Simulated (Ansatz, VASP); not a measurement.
**Two plane-wave programs on HfO2**

INCAR

```
SYSTEM = HfO2
PREC = Accurate
ENCUT = 520
EDIFF = 1E-7
ISMEAR = 0
SIGMA = 0.05
LREAL = .FALSE.
LASPH = .TRUE.
NELM = 60
ALGO = Normal
ISIF = 2
LWAVE = .FALSE.
LCHARG = .FALSE.
GGA = PS
NBANDS = 18
```

Contents of KPOINTS:

```
Automatic mesh
0
G
  8 8 8
  0 0 0
```

The input POSCAR:

```
HfO2
1.0
    0.0000000000      2.5809576693      2.4042868482
    2.5809576693      0.0000000000      2.4042868482
    2.5809576693      2.5809576693      0.0000000000
Hf O
1 2
Direct
   -0.0029392237      0.0029392237      0.0029392237
    0.2663952796      0.2336047204      0.2336047204
    0.7663952796      0.7336047204      0.7336047204
```

Input for Ansatz:

```yaml
crystal:
  lattice:
    - [0.0, 2.5809576693, 2.4042868482]
    - [2.5809576693, 0.0, 2.4042868482]
    - [2.5809576693, 2.5809576693, 0.0]
  atoms:
    - { symbol: Hf, position: [-0.0029392237, 0.0029392237, 0.0029392237] }
    - { symbol: O, position: [0.2663952796, 0.2336047204, 0.2336047204] }
    - { symbol: O, position: [0.7663952796, 0.7336047204, 0.7336047204] }
basis:
  ecutwfc: 520.0
kpoints:
  mp_grid: { grid: [8, 8, 8] }
hamiltonian:
  xc: pbesol
  pseudopotentials: { kind: paw, azcp: { folder: soft_1 } }
scf:
  occupations: { method: gaussian, width: 0.05 }
output:
  forces: true
  stress: true
  eigenvalues: true
  write_density: true
  write_potential: true
  elf: true
  volumetric_format: npy
```

Change from the starting cell: mode 4 frozen in at -0.083 Å, strain +e along z and -e/2 along x and y -0.0467.

Alike in both runs: task single point; functional PBEsol; k mesh 8 × 8 × 8; occupations gaussian, width 0.05 eV; no spin polarisation.

```csv
,VASP,Ansatz
version,VASP 6.6.1,Ansatz 0.2.0
potentials or method,"VASP PAW PBE potentials, release 64 (Hf_pv, O), cutoff 520 eV","scalar-relativistic, plane waves, PAW"
valence electrons in the cell,22,38
```

|  | VASP | Ansatz | Ansatz less VASP |
| --- | --- | --- | --- |
| gap on the k mesh at the Fermi level (eV) | 2.99 | 2.98 | -0.001 |
| least direct gap on the mesh (eV) | 3.09 | 3.09 | -0.002 |
| pressure (GPa) | -1.8 | 1.9 | +3.74 |
| traceless stress, the component that is largest in VASP (GPa) | 22.33 | 21.95 | -0.376 |
| rms of the force components (eV/Å) | 0.219 | 0.229 | +0.0097 |

VASP's potentials were made for PBE, not for PBEsol, and Ansatz warns of the same on its side. Atom by atom the forces differ by 0.010 eV/Å (rms over components). The functional is the same, so the differences come from potentials, cutoffs and numerics. VASP's potentials hold 22 valence electrons a cell and Ansatz's 38, so a difference there can come from the potentials and not from the codes.

Spin-orbit coupling is off throughout.
